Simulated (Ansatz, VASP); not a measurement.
# One calculation of Sn, two programs

```xyz
2
Lattice="0.0000 3.2116 3.2116 3.2116 0.0000 3.2116 3.2116 3.2116 0.0000" Properties=species:S:1:pos:R:3 pbc="T T T"
Sn    4.8175    4.8175    4.8175
Sn    3.2116    3.2116    3.2116
```

Change from the starting cell: volume scaled by 0.98.

Alike in both runs: task single point; functional LDA; k mesh 7 × 7 × 7; occupations fermi-dirac, width 0.05 eV; no spin polarisation.

|  | VASP | Ansatz |
| --- | --- | --- |
| version | VASP 6.6.1 | Ansatz 0.2.0 |
| potentials or method | VASP PAW LDA potentials, release 64 (Sn_d), cutoff 520 eV | all-electron LAPW, scalar-relativistic |

```csv
,VASP,Ansatz,Ansatz less VASP
gap on the k mesh at the Fermi level (eV),none,none,-
pressure (GPa),1.1,1.1,+0.03
```

LDA's correlation is that of Perdew and Zunger in VASP and of Perdew and Wang (1992) in Ansatz. A gap of «none» marks a metal or a gap that the smearing closes. Ansatz ran all-electron here, and VASP with PAW potentials.
